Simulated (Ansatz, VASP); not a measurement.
**One calculation of KCl, two programs**

INCAR

```
PREC = Accurate ; ENCUT = 520
EDIFF = 1E-6 ; ISMEAR = -1
SIGMA = 0.02 ; LREAL = False
LASPH = True ; NELM = 60
ALGO = Normal ; ISIF = 2
LWAVE = False ; LCHARG = True
GGA = PE ; LELF = True
LVHAR = True ; NBANDS = 24
```

KPOINTS

```
Automatic mesh
0
Gamma
  6 6 4
```

Contents of POSCAR:

```
KCl
1.0
    5.3438035568      0.0000000000      0.0000000000
   -2.6719017784      4.6278696330      0.0000000000
    0.0000000000      0.0000000000      6.2391673426
K Cl
2 2
Direct
    0.3333333333      0.6666666667     -0.0625000000
    0.6666666667      0.3333333333      0.4375000000
    0.3333333333      0.6666666667      0.4375000000
    0.6666666667      0.3333333333      0.9375000000
```

Input for Ansatz:

```yaml
crystal:
  lattice:
    - [5.3438035568, 0.0, 0.0]
    - [-2.6719017784, 4.627869633, 0.0]
    - [0.0, 0.0, 6.2391673426]
  atoms:
    - { symbol: K, position: [0.3333333333, 0.6666666667, -0.0625] }
    - { symbol: K, position: [0.6666666667, 0.3333333333, 0.4375] }
    - { symbol: Cl, position: [0.3333333333, 0.6666666667, 0.4375] }
    - { symbol: Cl, position: [0.6666666667, 0.3333333333, 0.9375] }
kpoints:
  mp_grid: { grid: [6, 6, 4] }
  band_path:
    path:
      - [0.0, 0.0, 0.0]
      - [0.5, 0.0, 0.0]
      - [0.3333333333, 0.3333333333, 0.0]
      - [0.0, 0.0, 0.5]
      - [0.5, 0.0, 0.5]
      - [0.3333333333, 0.3333333333, 0.5]
    npoints: 1
hamiltonian:
  xc: pbe
scf:
  occupations: { method: fermi_dirac, width: 0.02 }
  n_extra_bands: 5
output:
  forces: true
  stress: true
  eigenvalues: true
```

Alike in both runs: task single point; functional PBE; k mesh 6 × 6 × 4; occupations fermi-dirac, width 0.02 eV; no spin polarisation.

```csv
,VASP,Ansatz
version,VASP 6.6.1,Ansatz 0.2.0
potentials or method,"VASP PAW PBE potentials, release 64 (K_sv, Cl)","plane waves, PAW"
plane-wave cutoff (eV),520,420
valence electrons in the cell,32,32
```

Ansatz gave:

* gap on the k mesh at the Fermi level (eV): 4.77
* pressure (GPa): 0.4
* traceless stress, the component that is largest in VASP (GPa): 0.12

Question: Estimate VASP's values.

Answer: gap on the k mesh at the Fermi level (eV): 4.77; pressure (GPa): 0.5; traceless stress, the component that is largest in VASP (GPa): 0.13.
